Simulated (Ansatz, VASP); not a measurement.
**Two plane-wave programs on C**

```
C
1.0
     2.08851   -1.20589   -0.01257
     2.08851    1.20589   -0.01257
    -1.37775    0.00000    2.71945
C
2
Direct
  0.83411 0.83411 0.00233
  0.16589 0.16589 0.99767
```

Alike in both runs: task single point; functional LDA; k mesh 18 × 18 × 14; occupations gaussian, width 0.01 eV; no spin polarisation.

```csv
,VASP,Ansatz
version,VASP 6.6.1,Ansatz 0.2.0
potentials or method,"VASP PAW LDA potentials, release 64 (C)","scalar-relativistic, plane waves"
plane-wave cutoff (eV),520,820
valence electrons in the cell,8,8
```

|  | VASP | Ansatz | Ansatz less VASP |
| --- | --- | --- | --- |
| gap on the k mesh at the Fermi level (eV) | 0.21 | 0.21 | -0.002 |
| pressure (GPa) | 23.0 | 21.9 | -1.10 |
| traceless stress, the component that is largest in VASP (GPa) | -1.12 | 0.08 | +1.205 |

LDA's correlation is that of Perdew and Zunger in VASP and of Perdew and Wang (1992) in Ansatz.
